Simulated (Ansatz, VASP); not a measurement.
**One calculation of InGa2N3, two programs**

```xyz
6
Lattice="3.3516 0.0000 0.0000 0.0000 3.3516 0.0000 0.0000 0.0000 7.4453" Properties=species:S:1:pos:R:3 pbc="T T T"
In    1.6758    1.6758    0.0000
Ga    1.6758    0.0000    5.5086
Ga    0.0000    1.6758    1.9367
N     1.6758    0.0000    2.8556
N     0.0000    1.6758    4.5897
N     0.0000    0.0000    0.0000
```

Change from the starting cell: species swapped into the Hf2GaSb3 type (P-4m2, No. 115).

Alike in both runs: task single point; functional PBE; k mesh 6 × 6 × 4; occupations gaussian, width 0.1 eV; collinear spin.

```csv
,VASP,Ansatz
version,VASP 6.6.1,Ansatz 0.2.0
potentials or method,"VASP PAW PBE potentials, release 64 (In_d, Ga_d, N), cutoff 520 eV","scalar-relativistic, plane waves, PAW"
valence electrons in the cell,54,54
```

```tsv
	VASP	Ansatz	Ansatz less VASP
gap on the k mesh at the Fermi level (eV)	none	none	-
pressure (GPa)	-4.3	-4.4	-0.19
traceless stress, the component that is largest in VASP (GPa)	7.90	7.93	+0.029
rms of the force components (eV/Å)	1.715	1.712	-0.0032
net moment per atom (μB)	0.24	0.24	-0.001
size of the moment on the site where the two differ most (μB)	0.54	0.69	+0.158
```

Site moments also hang on the region over which each program counts them. Atom by atom the forces differ by 0.005 eV/Å (rms over components). A gap of «none» marks a metal or a gap that the smearing closes. With one functional, cell and mesh, what is left measures potentials, basis and numerics.
